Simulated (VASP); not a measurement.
## Al: relaxation of cell and atoms with PBE

Crystal: Al.

```
Al
1.0
     2.86000    0.00000    0.00000
    -1.43000    2.47683    0.00000
     0.00000    0.00000    4.67038
Al
2
Direct
  0.33333 0.66667 0.25000
  0.66667 0.33333 0.75000
```

This isn't the form of Al at room conditions, which is fcc.

```json
{"Program": "VASP 6.6.1", "Task": "relaxation of cell and atoms", "Functional": "PBE", "Potentials or basis": "VASP PAW PBE potentials, release 64 (Al)", "Cutoff": "500 eV", "k mesh": "9 × 9 × 5", "Occupations": "methfessel-paxton, width 0.1 eV", "Spin": "no spin polarisation", "Dipole correction": "no", "Further INCAR settings": "ALGO = Normal; EDIFF = 1e-07; IBRION = 2; EDIFFG = -0.01; NSW = 60; ISIF = 3"}
```

- Relaxed volume: 16.68 Å³/atom
- Relaxed cell: a = 2.813 Å, b = 2.813 Å, c = 4.868 Å, α = 90.00°, β = 90.00°, γ = 120.00°
- Space group after relaxing (to 0.1 Å): P6_3/mmc (No. 194)
- Energy gained by relaxing: 13.5 meV/atom
- Ionic steps: 7
- Pressure after relaxing: 0.0 GPa
- Band gap on the k mesh: zero (bands 3 and 4 overlap by 4.66 eV)

The path:
```tsv
step	energy change (eV)	largest force (eV/Å)	pressure (GPa)	volume (Å³)
1	0.0000	0.0000	0.41	33.08
2	-0.0079	0.0000	-0.17	33.28
3	-0.0249	0.0000	-1.17	33.87
4	-0.0250	0.0000	-0.04	33.44
5	-0.0262	0.0000	-0.64	33.66
6	-0.0271	0.0000	-0.05	33.39
7	-0.0271	0.0000	0.01	33.36
```

Final structure:
```xyz
2
Lattice="2.8131 0.0000 0.0000 -1.4065 2.4362 0.0000 0.0000 0.0000 4.8677" Properties=species:S:1:pos:R:3 pbc="T T T"
Al    0.0000    1.6241    1.2169
Al    1.4065    0.8121    3.6508
```

Levels at points of the mesh, in eV from the Fermi level:
| k point | band 1 | band 2 | band 3 | band 4 | band 5 | band 6 |
| --- | --- | --- | --- | --- | --- | --- |
| (0.00, 0.00, 0.00) | -11.16 | -5.15 | -4.92 | 11.06 | 11.34 | 11.34 |

Run time: 28 s on 1 thread of Intel(R) Xeon(R) Platinum 8259CL CPU @ 2.50GHz (Skylake/Cascade Lake) (shared host), peak memory 0.14 GiB.
